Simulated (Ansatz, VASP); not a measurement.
SiC in VASP and in Ansatz

```xyz
8
Lattice="3.0941 0.0000 0.0000 -1.5471 2.6796 0.0000 0.0000 0.0000 10.1293" Properties=species:S:1:pos:R:3 pbc="T T T"
Si    1.5471    0.8932    9.4997
Si    0.0000    1.7864    4.4351
Si    0.0000    0.0000    6.9679
Si    0.0000    0.0000    1.9033
C     1.5471    0.8932    7.5950
C     0.0000    1.7864    2.5304
C     0.0000    0.0000    5.0692
C     0.0000    0.0000    0.0045
```

Alike in both runs: functional PBE; k mesh 10 × 10 × 3; no spin polarisation.

Ansatz relaxed the structure, and its values are those at the end. VASP's run is a single point on that final structure, the one shown.

|  | VASP | Ansatz |
| --- | --- | --- |
| version | VASP 6.6.1 | Ansatz 0.2.0 |
| potentials or method | VASP PAW PBE potentials, release 64 (Si, C) | scalar-relativistic, plane waves, PAW |
| plane-wave cutoff (eV) | 520 | 420 |
| occupations | gaussian, width 0.01 eV | fixed |
| valence electrons in the cell | 32 | 32 |

```csv
,VASP,Ansatz,Ansatz less VASP
gap on the k mesh at the Fermi level (eV),2.22,2.22,+0.001
least direct gap on the mesh (eV),3.34,3.34,+0.002
pressure (GPa),0.0,0.0,+0.05
```
